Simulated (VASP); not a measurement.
# TiO2 (P4_2/mnm) in VASP: further runs, part 2 of 2

VASP 6.6.1.

**3. Single point, PBE (equal xx and yy strain of -2 %)**

The input, INCAR:

```
PREC = Accurate ; ENCUT = 520
EDIFF = 1E-7 ; ISMEAR = -1
SIGMA = 0.05 ; LREAL = False
LASPH = True ; NELM = 100
ALGO = Normal ; ISIF = 2
LWAVE = False ; LCHARG = True
GGA = PE ; LELF = True
LVHAR = True ; NBANDS = 33
```

The input, KPOINTS:

```
Automatic mesh
0
Gamma
  7 7 10
```

The input, POSCAR:

```
TiO2
1.0
    4.5021200000      0.0000000000      0.0000000000
    0.0000000000      4.5021200000      0.0000000000
    0.0000000000      0.0000000000      2.9590000000
Ti O
2 4
Direct
    0.0000000000      0.0000000000      0.0000000000
    0.5000000000      0.5000000000      0.5000000000
    0.3060000000      0.3060000000      0.0000000000
    0.1940000000      0.8060000000      0.5000000000
    0.6940000000      0.6940000000      0.0000000000
    0.8060000000      0.1940000000      0.5000000000
```

Potentials or basis: VASP PAW PBE potentials, release 64 (Ti_sv, O).

Run with:

```
$ cat potpaw_PBE.64/Ti_sv/POTCAR potpaw_PBE.64/O/POTCAR > POTCAR
$ mpirun -np 1 vasp_std > vasp.out
```

OUTCAR:

```text
PREC = Accurate
   ENCUT = 520
   EDIFF = 1E-7
   ISMEAR = -1
   LREAL = False
   LASPH = True
   NELM = 100
   ISIF = 2
   GGA = PE

 ion  position               nearest neighbor table
   1  0.000  0.000  0.000-   4 1.93   6 1.93   4 1.93   6 1.93   5 1.95   3 1.95
   2  0.500  0.500  0.500-   3 1.93   5 1.93   3 1.93   5 1.93   4 1.95   6 1.95
   3  0.306  0.306  0.000-   2 1.93   2 1.93   1 1.95
   4  0.194  0.806  0.500-   1 1.93   1 1.93   2 1.95
   5  0.694  0.694  0.000-   2 1.93   2 1.93   1 1.95
   6  0.806  0.194  0.500-   1 1.93   1 1.93   2 1.95

  LATTYP: Found a simple tetragonal cell.
 ALAT       =     4.5021200000
 C/A-ratio  =     0.6572459197

  Lattice vectors:

 A1 = (   4.5021200000,   0.0000000000,   0.0000000000)
 A2 = (   0.0000000000,   4.5021200000,   0.0000000000)
 A3 = (   0.0000000000,   0.0000000000,   2.9590000000)

Analysis of symmetry for initial positions (statically):
=====================================================================
 Subroutine PRICEL returns:
 Original cell was already a primitive cell.

 Routine SETGRP: Setting up the symmetry group for a
 simple tetragonal supercell.

 Subroutine GETGRP returns: Found 16 space group operations
 (whereof  8 operations were pure point group operations)
 out of a pool of 16 trial point group operations.

The static configuration has the point symmetry D_2h.
 The point group associated with its full space group is D_4h.

Analysis of symmetry for dynamics (positions and initial velocities):
=====================================================================
 Subroutine PRICEL returns:
 Original cell was already a primitive cell.

 Routine SETGRP: Setting up the symmetry group for a
 simple tetragonal supercell.

 Subroutine GETGRP returns: Found 16 space group operations
 (whereof  8 operations were pure point group operations)
 out of a pool of 16 trial point group operations.

The dynamic configuration has the point symmetry D_2h.
 The point group associated with its full space group is D_4h.
[... 129 lines left out ...]
  Fermi-wavevector in a.u.,A,eV,Ry     =   1.519949  2.872286 31.432771  2.310243
  Thomas-Fermi vector in A             =   2.628865
   LORBIT       =      0    0 simple, 1 ext, 2 COOP (PROOUT), +10 PAW based schemes
   GGA     = PE    functional components
   LHFCALC =     F    Hartree Fock is set to
   AEXX    =    0.0000 exact exchange contribution
   IVDW    =     0    specifies the selected vdW correction
   LEPSILON=     F    determine dielectric tensor
   LRPA    =     F    only Hartree local field effects (RPA)
 non-spin polarized calculation
  energy-cutoff  :      520.00
  volume of cell :       59.98
 maximum number of plane-waves:      1632
 NGX is ok and might be reduce to    36
   NGX = 17   NGY = 17   NGZ = 11

 number of electron      47.9999982 magnetization

 Free energy of the ion-electron system (eV)
  ---------------------------------------------------
  ext. energy  EPLUGINS =         0.00000000
  ---------------------------------------------------
  free energy    TOTEN  =       -53.45724728 eV

  energy without entropy =      -53.45724728  energy(sigma->0) =      -53.45724728

 E-fermi :   6.2406     XC(G=0): -11.6329

 val. band max:        5.3163069127   @ k =   0.0000   0.0000   0.0000
 cond. band min:       7.2871694253   @ k =   0.0000   0.0000   0.0000
 fundamental gap:      1.9708625126
 Fermi energy:         6.2406178009

 k-point     1 :       0.0000    0.0000    0.0000
  band No.  band energies     occupation
      1     -51.5067      2.00000
      2     -51.4846      2.00000
      3     -27.8575      2.00000
      4     -27.8575      2.00000
      5     -27.6597      2.00000
      6     -27.6597      2.00000
[... 853 lines left out ...]
     32      10.9870      0.00000
     33      11.9180      0.00000

 [... further k-points ...]

------------------------ aborting loop because EDIFF is reached ----------------------------------------

  FORCE on cell =-STRESS in cart. coord.  units (eV):
  Direction    XX          YY          ZZ          XY          YZ          ZX
  --------------------------------------------------------------------------------------
  -------------------------------------------------------------------------------------
  Total        6.4705915      6.4705915      5.2193802      0.0000000      0.0000000      0.0000000
  in kB      172.8524223    172.8524223    139.4281347      0.0000000      0.0000000      0.0000000
  external PRESSURE =     161.7109931 kB  Pullay stress =       0.0000000 kB

 VOLUME and BASIS-vectors are now :
 -----------------------------------------------------------------------------
  energy-cutoff  :      520.00
  volume of cell :       59.98
      direct lattice vectors                 reciprocal lattice vectors
     4.502120000  0.000000000  0.000000000     0.222117580  0.000000000  0.000000000
     0.000000000  4.502120000  0.000000000     0.000000000  0.222117580  0.000000000
     0.000000000  0.000000000  2.959000000     0.000000000  0.000000000  0.337952011

 POSITION                                       TOTAL-FORCE (eV/Angst)
 -----------------------------------------------------------------------------------
      0.00000      0.00000      0.00000         0.000000      0.000000      0.000000
      2.25106      2.25106      1.47950         0.000000      0.000000      0.000000
      1.37765      1.37765      0.00000        -0.306285     -0.306285     -0.000000
      0.87341      3.62871      1.47950         0.306285     -0.306285     -0.000000
      3.12447      3.12447      0.00000         0.306285      0.306285      0.000000
      3.62871      0.87341      1.47950        -0.306285      0.306285      0.000000
 -----------------------------------------------------------------------------------
    total drift:                               -0.000000      0.000000      0.000000

  FREE ENERGIE OF THE ION-ELECTRON SYSTEM (eV)
  ---------------------------------------------------
  free  energy   TOTEN  =       -53.4572472790 eV

  energy  without entropy=      -53.4572472788  energy(sigma->0) =      -53.45724728
```

stdout:

```text
POSCAR found type information on POSCAR TiO
 POSCAR found :  2 types and       6 ions
 scaLAPACK will be used
 LDA part: xc-table for (Slater+PW92), standard interpolation
 POSCAR, INCAR and KPOINTS ok, starting setup
 FFT: planning ... GRIDC
 FFT: planning ... GRID_SOFT
 FFT: planning ... GRID
 WAVECAR not read
 entering main loop
```

It took 3.5 min on 1 thread of Intel Xeon 8259CL, shared host; peak memory 0.23 GiB.

What came out:

```
Free energy            : -53.4572 eV
Pressure               : 16.2 GPa
Largest force          : 0.433 eV/Å
Band gap on the k mesh : 1.97 eV
```

Forces in eV/Å, atoms in the order of the input:
```
Ti   0.000  0.000  0.000
Ti   0.000  0.000  0.000
O   -0.306 -0.306  0.000
O    0.306 -0.306  0.000
O    0.306  0.306  0.000
O   -0.306  0.306  0.000
```

Caveat: the cell differs from its parent crystal (equal xx and yy strain of -2 %); the cell stands under pressure; an odd mesh through Γ misses points on the zone boundary, where band edges can lie.

**4. Single point, PBE (equal xx and yy strain of +1 %)**

The input, INCAR:

```
ALGO = Normal ; EDIFF = 1E-6
ENCUT = 520 ; GGA = PE
ISIF = 2 ; ISMEAR = -1
LASPH = True ; LCHARG = False
LREAL = False ; LWAVE = False
NBANDS = 33 ; NELM = 80
PREC = Accurate ; SIGMA = 0.05
```

The input, KPOINTS:

```
k-points
0
Gamma
  7 7 10
```

POSCAR: that of step 3 with these lines changed.

```diff
@@ -2,4 +2,4 @@
 1.0
-    4.5021200000      0.0000000000      0.0000000000
-    0.0000000000      4.5021200000      0.0000000000
+    4.6399400000      0.0000000000      0.0000000000
+    0.0000000000      4.6399400000      0.0000000000
     0.0000000000      0.0000000000      2.9590000000
```

Run with:

```
$ cat potpaw_PBE.64/Ti_sv/POTCAR potpaw_PBE.64/O/POTCAR > POTCAR
$ mpirun -np 1 vasp_std > vasp.out
```

It took 3.7 min on 1 thread of Intel Xeon 8259CL, shared host; peak memory 0.24 GiB.

The run converged. Its results:

```
Free energy            : -53.6722 eV
Pressure               : 1.7 GPa
Largest force          : 0.158 eV/Å
Band gap on the k mesh : 1.88 eV
```

Forces in eV/Å, atoms in the order of the input:
```
Ti   0.000  0.000  0.000
Ti   0.000  0.000  0.000
O   -0.112 -0.112  0.000
O    0.112 -0.112  0.000
O    0.112  0.112  0.000
O   -0.112  0.112  0.000
```

Stress tensor (GPa, compression positive):
```
1.47 0.00 0.00
0.00 1.47 0.00
0.00 0.00 2.27
```

Levels at points of the mesh, in eV from the valence-band top:
```tsv
k point	band 22	band 23	band 24	band 25	band 26	band 27
(0.00, 0.00, 0.00)	-0.41	-0.41	0.00	1.88	2.19	2.45
(0.00, 0.00, 0.50)	-2.21	-1.39	-1.39	2.90	2.90	3.18
```

Caveat: the cell differs from its parent crystal (equal xx and yy strain of +1 %); an odd mesh through Γ misses points on the zone boundary, where band edges can lie.

**5. Summary**

| cell | gap on the mesh (eV) | pressure (GPa) | largest force (eV/Å) |
| --- | --- | --- | --- |
| a = 4.684, b = 4.684, c = 3.017 Å, 6 atoms | 1.76 | -6.9 | 0.04 |
| a = 4.502, b = 4.502, c = 2.959 Å, 6 atoms | 1.97 | 16.2 | 0.43 |
| a = 4.640, b = 4.640, c = 2.959 Å, 6 atoms | 1.88 | 1.7 | 0.16 |

Alike in all rows: task single point; level PBE; potentials or basis VASP PAW PBE potentials, release 64 (Ti_sv, O); no spin polarisation; k mesh 7 × 7 × 10; cutoff (eV) 520; smearing fermi-dirac 0.05 eV.

Caveats: an odd mesh through Γ misses points on the zone boundary, where band edges can lie; the cell stands under tension (at least some runs); the cell stands under pressure (at least some runs).

Total energies depend on the potentials used, so only differences within one code and one set of settings carry meaning.
